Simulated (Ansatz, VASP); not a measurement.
TiB2 in VASP and in Ansatz

```xyz
6
Lattice="3.8851 0.0000 0.0000 -1.9425 3.3646 0.0000 0.0000 0.0000 4.3066" Properties=species:S:1:pos:R:3 pbc="T T T"
Ti    0.0000    2.2431    1.0766
Ti    1.9425    1.1215    3.2299
B     0.0000    0.0000    0.0000
B     0.0000    0.0000    2.1533
B     1.9425    1.1215    1.0766
B     0.0000    2.2431    3.2299
```

Alike in both runs: task single point; functional PBE; k mesh 12 × 12 × 10; occupations gaussian, width 0.1 eV; no spin polarisation.

|  | VASP | Ansatz |
| --- | --- | --- |
| version | VASP 6.6.1 | Ansatz 0.2.0 |
| potentials or method | VASP PAW PBE potentials, release 64 (Ti_sv, B), cutoff 520 eV | scalar-relativistic, plane waves, PAW |
| valence electrons in the cell | 36 | 36 |

|  | VASP | Ansatz | Ansatz less VASP |
| --- | --- | --- | --- |
| gap on the k mesh at the Fermi level (eV) | none | none | - |
| pressure (GPa) | 0.0 | 0.0 | +0.03 |

A gap of «none» marks a metal or a gap that the smearing closes.
